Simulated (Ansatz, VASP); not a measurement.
One calculation of SnO2, two programs

File INCAR:

```
SYSTEM = SnO2
PREC = Accurate ; ENCUT = 520
EDIFF = 1E-7 ; ISMEAR = 0
SIGMA = 0.05 ; LREAL = .False.
LASPH = .True. ; NELM = 100
ALGO = Normal ; ISIF = 2
LWAVE = .False. ; LCHARG = .False.
GGA = PE ; NBANDS = 35
```

Contents of KPOINTS:

```
Automatic mesh
0
Gamma
  6 6 8
  0 0 0
```

POSCAR

```
SnO2
1.0
    4.8277932898      0.0000000000      0.0000000000
    0.0000000000      4.8278069739      0.0000000000
    0.0000000000      0.0000000000      3.2379014683
Sn O
2 4
Direct
    0.5000000000      0.5000000000      0.5000000000
    0.0000000000      0.0000000000      0.0000000000
    0.3188763247      0.2943279924      0.0000000000
    0.8188763247      0.2056720076      0.5000000000
    0.1811236753      0.7943279924      0.5000000000
    0.6811236753      0.7056720076      0.0000000000
```

Input for Ansatz:

```yaml
crystal:
  lattice:
    - [4.8277932898, 0.0, 0.0]
    - [0.0, 4.8278069739, 0.0]
    - [0.0, 0.0, 3.2379014683]
  atoms:
    - { symbol: Sn, position: [0.5, 0.5, 0.5] }
    - { symbol: Sn, position: [0.0, 0.0, 0.0] }
    - { symbol: O, position: [0.3188763247, 0.2943279924, 0.0] }
    - { symbol: O, position: [0.8188763247, 0.2056720076, 0.5] }
    - { symbol: O, position: [0.1811236753, 0.7943279924, 0.5] }
    - { symbol: O, position: [0.6811236753, 0.7056720076, 0.0] }
basis:
  ecutwfc: 520.0
kpoints:
  mp_grid: { grid: [6, 6, 8] }
hamiltonian:
  xc: pbe
  pseudopotentials: { kind: paw, azcp: { folder: soft_1 } }
scf:
  occupations: { method: gaussian, width: 0.05 }
output:
  forces: true
  stress: true
  eigenvalues: true
```

Change from the starting cell: mode 4 frozen in at +0.084 Å and mode 7 at +0.000 Å (largest displacements).

Alike in both runs: task single point; functional PBE; k mesh 6 × 6 × 8; occupations gaussian, width 0.05 eV; no spin polarisation.

|  | VASP | Ansatz |
| --- | --- | --- |
| version | VASP 6.6.1 | Ansatz 0.2.0 |
| potentials or method | VASP PAW PBE potentials, release 64 (Sn_d, O), cutoff 520 eV | scalar-relativistic, plane waves, PAW |
| valence electrons in the cell | 52 | 52 |

VASP gave:

- gap on the k mesh at the Fermi level (eV): 0.75
- least direct gap on the mesh (eV): 0.75
- pressure (GPa): 0.3
- traceless stress, the component that is largest in VASP (GPa): -0.57
- rms of the force components (eV/Å): 0.029

**Question.** Estimate Ansatz's values.

**Answer.** gap on the k mesh at the Fermi level (eV): 0.77; least direct gap on the mesh (eV): 0.77; pressure (GPa): -0.3; traceless stress, the component that is largest in VASP (GPa): -0.47; rms of the force components (eV/Å): 0.031.

Atom by atom the forces differ by 0.010 eV/Å (rms over components).
